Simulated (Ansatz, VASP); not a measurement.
SnTe in VASP and in Ansatz

INCAR

```
SYSTEM = SnTe
ALGO = Normal ; EDIFF = 1E-8
ENCUT = 520 ; ISIF = 2
ISMEAR = -1 ; LASPH = .True.
LCHARG = .False. ; LEFG = .True.
LREAL = .False. ; LWAVE = .False.
NBANDS = 17 ; NELM = 80
PREC = Accurate ; SIGMA = 0.08
```

File KPOINTS:

```
k-points
0
Gamma
  11 11 11
  0 0 0
```

File POSCAR:

```
SnTe
1.0
    0.0000000000      3.0618050000      3.1565000000
    3.0618050000      0.0000000000      3.1565000000
    3.0618050000      3.0618050000      0.0000000000
Sn Te
1 1
Direct
    0.0000000000      0.0000000000      0.0000000000
    0.5000000000      0.5000000000      0.5000000000
```

Input for Ansatz:

```yaml
crystal:
  lattice:
    - [0.0, 3.061805, 3.1565]
    - [3.061805, 0.0, 3.1565]
    - [3.061805, 3.061805, 0.0]
  atoms:
    - { symbol: Sn, position: [0.0, 0.0, 0.0] }
    - { symbol: Te, position: [0.5, 0.5, 0.5] }
kpoints:
  mp_grid: { grid: [11, 11, 11] }
scf:
  occupations: { method: fermi_dirac, width: 0.08 }
hamiltonian:
  xc: lda
  pseudopotentials: { kind: all_electron, datasets: crystal }
output:
  forces: true
  stress: true
  eigenvalues: true
  efg: { contact_densities: true }
```

Change from the starting cell: equal xx and yy strain of -3 %, crystal datasets.

Alike in both runs: task electric field gradients; functional LDA; k mesh 11 × 11 × 11; occupations fermi-dirac, width 0.08 eV; no spin polarisation.

|  | VASP | Ansatz |
| --- | --- | --- |
| version | VASP 6.6.1 | Ansatz 0.2.0 |
| potentials or method | VASP PAW LDA potentials, release 64 (Sn_d, Te), cutoff 520 eV | all-electron PAW with datasets made for the crystal, scalar-relativistic |

```csv
,VASP,Ansatz,Ansatz less VASP
pressure (GPa),1.5,1.4,-0.06
"traceless stress, the component that is largest in VASP (GPa)",-2.99,-2.98,+0.015
size of Vzz on the site where it differs most (V/Å²),13.3,11.7,-1.61
```

LDA's correlation is that of Perdew and Zunger in VASP and of Perdew and Wang (1992) in Ansatz. Ansatz ran all-electron here, and VASP with PAW potentials.

Neither program's run includes spin-orbit coupling.
